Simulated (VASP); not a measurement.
# CaO (Fm-3m) in VASP: single point with LDA

Aim: the single point of CaO with LDA.

Program: VASP 6.6.1. These are calculated values, not measurements. Logs are shortened: lines on timing, memory, paths and dates and some standing lists are left out, and cuts for length are marked.

## 1. The cell of the first run

The structure is cubic, space group Fm-3m (No. 225). The conventional cell has a = 4.708 Å, b = 4.708 Å, c = 4.708 Å, α = 90.00°, β = 90.00°, γ = 90.00°. Ca (site symmetry m-3m) has 6 O at 2.35 Å within 3.1 Å. Within 3.1 Å of O (site symmetry m-3m) lie 6 Ca at 2.35 Å.

## 2. Single point, LDA

Input file INCAR:

```
SYSTEM = CaO
PREC     = Accurate       ! precision mode
ENCUT    = 910            ! plane-wave cutoff, eV
EDIFF    = 1E-6           ! SCF threshold, eV
ISMEAR   = -1             ! smearing method
SIGMA    = 0.1            ! smearing width, eV
LREAL    = .False.        ! projectors in reciprocal space
LASPH    = .True.         ! aspherical terms in the spheres
NELM     = 120            ! most SCF steps
ALGO     = Normal         ! electronic algorithm
ISIF     = 2              ! what is computed and relaxed
LWAVE    = .False.        ! write WAVECAR
LCHARG   = .False.        ! write CHGCAR
GGA      = CA             ! functional
NBANDS   = 15             ! bands
GGA_COMPAT= .False.
```

Input file KPOINTS:

```
regular mesh
0
Gamma
  12 12 12
  0 0 0
```

Input file POSCAR:

```
CaO
1.0
    2.3539498185      2.3539498185      0.0000000000
   -2.3539498185      2.3539498185      0.0000000000
    0.0000000000      2.3539498185      2.3539498185
Ca O
1 1
Direct
    0.0000000000      0.0000000000      0.0000000000
    0.5000000000      0.5000000000      0.0000000000
```

Potentials or basis: VASP PAW LDA potentials, release 64 (Ca_sv, O_h).

Run with:

```sh
cat potpaw_LDA.64/Ca_sv/POTCAR potpaw_LDA.64/O_h/POTCAR > POTCAR
mpirun -np 1 vasp_std > vasp.out
```

OUTCAR:

```text
SYSTEM = CaO
   PREC = Accurate
   ENCUT = 910
   EDIFF = 1E-6
   ISMEAR = -1
   LREAL = .False.
   LASPH = .True.
   NELM = 120
   ISIF = 2
   GGA = CA

 ion  position               nearest neighbor table
   1  0.000  0.000  0.000-
   2  0.500  0.500  0.000-

  LATTYP: Found a face centered cubic cell.
 ALAT       =     4.7078996370

  Lattice vectors:

 A1 = (   0.0000000000,   2.3539498185,   2.3539498185)
 A2 = (   2.3539498185,   0.0000000000,   2.3539498185)
 A3 = (   2.3539498185,   2.3539498185,   0.0000000000)

Analysis of symmetry for initial positions (statically):
=====================================================================
 Subroutine PRICEL returns:
 Original cell was already a primitive cell.

 Routine SETGRP: Setting up the symmetry group for a
 face centered cubic supercell.

 Subroutine GETGRP returns: Found 48 space group operations
 (whereof 48 operations were pure point group operations)
 out of a pool of 48 trial point group operations.

The static configuration has the point symmetry O_h .

Analysis of symmetry for dynamics (positions and initial velocities):
=====================================================================
 Subroutine PRICEL returns:
 Original cell was already a primitive cell.

 Routine SETGRP: Setting up the symmetry group for a
 face centered cubic supercell.

 Subroutine GETGRP returns: Found 48 space group operations
 (whereof 48 operations were pure point group operations)
 out of a pool of 48 trial point group operations.

The dynamic configuration has the point symmetry O_h .

 Subroutine INISYM returns: Found 48 space group operations
 (whereof 48 operations are pure point group operations),
 and found     1 'primitive' translations

----------------------------------------------------------------------------------------

                                     Primitive cell

  volume of cell :      26.0868

  direct lattice vectors                    reciprocal lattice vectors
     2.353949818  2.353949818  0.000000000     0.212408946  0.212408946 -0.212408946
    -2.353949818  2.353949818  0.000000000    -0.212408946  0.212408946 -0.212408946
     0.000000000  2.353949818  2.353949818     0.000000000  0.000000000  0.424817892

  length of vectors
     3.328987758  3.328987758  3.328987758     0.367903087  0.367903087  0.424817892

  position of ions in fractional coordinates (direct lattice)
     0.000000000  0.000000000  0.000000000
     0.500000000  0.500000000  0.000000000

  ion indices of the primitive-cell ions
   primitive index   ion index
                 1           1
[... 79 lines left out ...]
   ISIF   =      2    stress and relaxation
   ISYM   =      2    0-nonsym 1-usesym 2-fastsym
   POTIM  = 0.5000    time-step for ionic-motion
   TEBEG  =    0.0;   TEEND  =   0.0 temperature during run
   PSTRESS=    0.0 pullay stress
   NELECT =      16.0000    total number of electrons
   NUPDOWN=      -1.0000    fix difference up-down
   EMIN   =  10.00;   EMAX   =-10.00  energy-range for DOS
   EFERMI =   0.00;   METHOD = LEGACY
   ISMEAR =    -1;   SIGMA  =   0.10  broadening in eV -4-tet -1-fermi 0-gaus
   EFERMI_NEDOS =   21; number of points for ismear=-14 and -15
   IALGO  =     38    algorithm
   IMIX   =      4    mixing-type and parameters
     AMIX     =   0.40;   BMIX     =  1.00
     AMIX_MAG =   1.60;   BMIX_MAG =  1.00
  volume/ion in A,a.u.               =      13.04        88.02
  Fermi-wavevector in a.u.,A,eV,Ry     =   1.390938  2.628491 26.323290  1.934707
  Thomas-Fermi vector in A             =   2.514825
   LORBIT       =      0    0 simple, 1 ext, 2 COOP (PROOUT), +10 PAW based schemes
   GGA     = CA    functional components
   LHFCALC =     F    Hartree Fock is set to
   AEXX    =    0.0000 exact exchange contribution
   IVDW    =     0    specifies the selected vdW correction
   LEPSILON=     F    determine dielectric tensor
   LRPA    =     F    only Hartree local field effects (RPA)
 non-spin polarized calculation
  energy-cutoff  :      910.00
  volume of cell :       26.09
 maximum number of plane-waves:      1660
 NGX is ok and might be reduce to    36
   NGX = 17   NGY = 17   NGZ = 17

 number of electron      16.0000000 magnetization

 Free energy of the ion-electron system (eV)
  ---------------------------------------------------
  ext. energy  EPLUGINS =         0.00000000
  ---------------------------------------------------
  free energy    TOTEN  =       -14.22759387 eV

  energy without entropy =      -14.22759387  energy(sigma->0) =      -14.22759387

 E-fermi :   4.4728     XC(G=0): -11.3418

 val. band max:        2.6827290423   @ k =   0.0000   0.0000   0.0000
 cond. band min:       6.1050908854   @ k =   0.5000   0.5000   0.0000
 fundamental gap:      3.4223618431
 Fermi energy:         4.4728066932

 k-point     1 :       0.0000    0.0000    0.0000
  band No.  band energies     occupation
      1     -34.1389      2.00000
      2     -15.1316      2.00000
      3     -15.1316      2.00000
      4     -15.1316      2.00000
      5     -12.6466      2.00000
      6       2.6827      2.00000
      7       2.6827      2.00000
      8       2.6827      2.00000
      9       7.7670      0.00000
     10       8.9338      0.00000
     11       8.9338      0.00000
     12       8.9338      0.00000
     13      10.6096      0.00000
     14      10.6096      0.00000
[... 401 lines left out ...]
      2     -16.2745      2.00000
      3     -15.2963      2.00000
      4     -15.2670      2.00000
      5     -11.5250      2.00000
      6       0.4889      2.00000
      7       1.5491      2.00000
      8       1.7947      2.00000
      9       8.3708      0.00000
     10      10.6613      0.00000
     11      11.4769      0.00000
     12      11.6209      0.00000
     13      12.5318      0.00000
     14      13.7929      0.00000
     15      18.2853      0.00000

 [... further k-points ...]
[... 5 lines left out ...]
  --------------------------------------------------------------------------------------
  -------------------------------------------------------------------------------------
  Total        0.1291106      0.1291106      0.1291106      0.0000000      0.0000000     -0.0000000
  in kB        7.9295923      7.9295923      7.9295923      0.0000000      0.0000000     -0.0000000
  external PRESSURE =       7.9295923 kB  Pullay stress =       0.0000000 kB

 VOLUME and BASIS-vectors are now :
 -----------------------------------------------------------------------------
  energy-cutoff  :      910.00
  volume of cell :       26.09
      direct lattice vectors                 reciprocal lattice vectors
     2.353949818  2.353949818  0.000000000     0.212408946  0.212408946 -0.212408946
    -2.353949818  2.353949818  0.000000000    -0.212408946  0.212408946 -0.212408946
     0.000000000  2.353949818  2.353949818     0.000000000  0.000000000  0.424817892

 POSITION                                       TOTAL-FORCE (eV/Angst)
 -----------------------------------------------------------------------------------
      0.00000      0.00000      0.00000         0.000000     -0.000000      0.000000
      0.00000      2.35395      0.00000        -0.000000      0.000000      0.000000
 -----------------------------------------------------------------------------------
    total drift:                               -0.000000      0.000000     -0.000000

  FREE ENERGIE OF THE ION-ELECTRON SYSTEM (eV)
  ---------------------------------------------------
  free  energy   TOTEN  =       -14.2275938729 eV

  energy  without entropy=      -14.2275938704  energy(sigma->0) =      -14.22759387
```

stdout:

```text
POSCAR found type information on POSCAR CaO
 POSCAR found :  2 types and       2 ions
 scaLAPACK will be used
 LDA part: xc-table for (Slater(with rela. corr.)+CA(PZ))
 , standard interpolation
 POSCAR, INCAR and KPOINTS ok, starting setup
 FFT: planning ... GRIDC
 FFT: planning ... GRID_SOFT
 FFT: planning ... GRID
 WAVECAR not read
 entering main loop
```

Run time: 24 s. Hardware: 1 thread of Intel Xeon 6975P-C (Granite Rapids), shared host; peak memory 0.22 GiB.

What came out:

```
Free energy            : -14.2276 eV
Pressure               : 0.8 GPa
Band gap on the k mesh : 3.42 eV (least direct gap 3.78 eV)
```

Caveat: the cutoff is under 1.25 times the usual one of these potentials, so pressure, stress and relaxed cells hold a basis-set (Pulay) error. A k mesh can miss the band edges.
